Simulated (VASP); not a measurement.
A run of VASP 6.6.1:

Contents of INCAR:

```
PREC = Accurate
ENCUT = 520
EDIFF = 1E-8
ISMEAR = 0
SIGMA = 0.01
LREAL = False
LASPH = True
NELM = 100
ALGO = Normal
ISIF = 2
LWAVE = False
LCHARG = False
GGA = PE
IBRION = 8
NSW = 1
LEPSILON = True
KPAR = 4
```

File KPOINTS:

```
regular mesh
0
Gamma
  6 6 8
```

Contents of POSCAR:

```
HfSnO4
1.0
    3.4290174875     -3.4548555095      0.0000000000
    3.4290174875      3.4548555095      0.0000000000
    0.0000000000      0.0000000000      3.2277021389
Hf Sn O
1 1 4
Direct
    0.5000000000      0.5000000000      0.5000000000
    0.0000000000      0.0000000000      0.0000000000
    0.6943582177      0.6943582177      0.0000000000
    0.8056349650      0.1943650350      0.5000000000
    0.1943650350      0.8056349650      0.5000000000
    0.3056417823      0.3056417823      0.0000000000
```

Potentials or basis: VASP PAW PBE potentials, release 64 (Hf_pv, Sn_d, O).

The run is started by

```bash
$ cat potpaw_PBE.64/Hf_pv/POTCAR potpaw_PBE.64/Sn_d/POTCAR potpaw_PBE.64/O/POTCAR > POTCAR
$ mpirun -np 4 vasp_std > vasp.out
```

Hardware: 4 MPI ranks on Intel(R) Xeon(R) Platinum 8259CL CPU @ 2.50GHz (Skylake/Cascade Lake), with other jobs on the host.

Task: How long does it take, and how much memory?

Result: Wall time 17 min on 4 MPI ranks on Intel(R) Xeon(R) Platinum 8259CL CPU @ 2.50GHz (Skylake/Cascade Lake), with other jobs on the host, peak memory 0.69 GiB a rank. Counts: scf iterations 327, k points 65.
